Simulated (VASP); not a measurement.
## Cu: single point with r2SCAN+D3(BJ)

The system is Cu.

```
Cu
1.0
     2.54252    0.00000    0.00000
    -1.27126    2.20188    0.00000
     0.00000    0.00000    4.12623
Cu
2
Direct
  0.33333 0.66667 0.25000
  0.66667 0.33333 0.75000
```

```yaml
Program: VASP 6.6.1
Task: single point
Functional: r2SCAN
Dispersion: D3(BJ)
Potentials_or_basis: VASP PAW PBE potentials, release 64 (Cu)
Cutoff: 520 eV
k_mesh: 10 × 10 × 6
Occupations: fermi-dirac, width 0.1 eV
Spin: no spin polarisation
```

The pressure is -4.3 GPa, the band gap on the k mesh is zero (band 11 reaches 10.89 eV, above the bottom of band 12 at 5.58 eV) and the dispersion energy per atom is -0.281 eV.

Stress tensor (GPa, compression positive):
```
-4.43  0.00  0.00
 0.00 -4.43  0.00
 0.00  0.00 -4.12
```

Levels at points of the mesh, in eV from the Fermi level:
| k point | band 7 | band 8 | band 9 | band 10 | band 11 | band 12 | band 13 | band 14 | band 15 | band 16 |
| --- | --- | --- | --- | --- | --- | --- | --- | --- | --- | --- |
| (0.00, 0.00, 0.00) | -2.85 | -2.58 | -2.58 | -1.79 | -1.79 | -0.97 | 4.25 | 22.32 | 23.05 | 23.05 |
| (0.50, 0.00, 0.00) | -2.80 | -1.69 | -1.63 | -1.58 | 0.04 | 1.74 | 8.32 | 8.85 | 11.26 | 11.87 |
| (0.00, 0.00, 0.50) | -3.13 | -3.13 | -2.02 | -2.02 | -2.02 | -2.02 | 13.42 | 13.42 | 23.08 | 23.08 |
| (0.50, 0.00, 0.50) | -1.96 | -1.96 | -1.63 | -1.63 | 0.56 | 0.56 | 5.27 | 5.27 | 17.13 | 17.13 |

It took 57 s on 1 thread of Intel(R) Xeon(R) 6975P-C (Granite Rapids), with other jobs on the host, peak memory 0.15 GiB.

Caveat: three body term missing; the PAW data sets were made with another functional, which shifts forces and pressure a little; pairwise dispersion overbinds metals, which lowers pressure and volume.
